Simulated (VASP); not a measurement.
Runs of VASP 6.6.1 on Si. The structure is that of space group Fd-3m (No. 227), or close to it. The cells are those of the table. 

```tsv
cell	gap on the mesh (eV)	pressure (GPa)
a = 4.013, b = 4.013, c = 3.940 Å, angles 60.6, 60.6, 58.8°, 2 atoms	0.58	-6.7
a = 3.829, b = 3.829, c = 3.759 Å, angles 60.6, 60.6, 58.8°, 2 atoms	0.33	4.7
a = 3.805 Å, angles 60.0°, 2 atoms	0.53	(c)
a = 3.773 Å, angles 60.0°, 2 atoms	(a)	(b)
a = 3.898 Å, angles 60.0°, 2 atoms	0.66	-2.1
```

Alike in all rows: task single point; level PBE; potentials or basis VASP PAW PBE potentials, release 64 (Si); no spin polarisation; k mesh 10 × 10 × 10; cutoff (eV) 520; smearing gaussian 0.05 eV.

Question: Estimate the missing entries.

Answer: (a) 0.48; (b) 7.7; (c) 4.8.

A k mesh can miss the band edges.
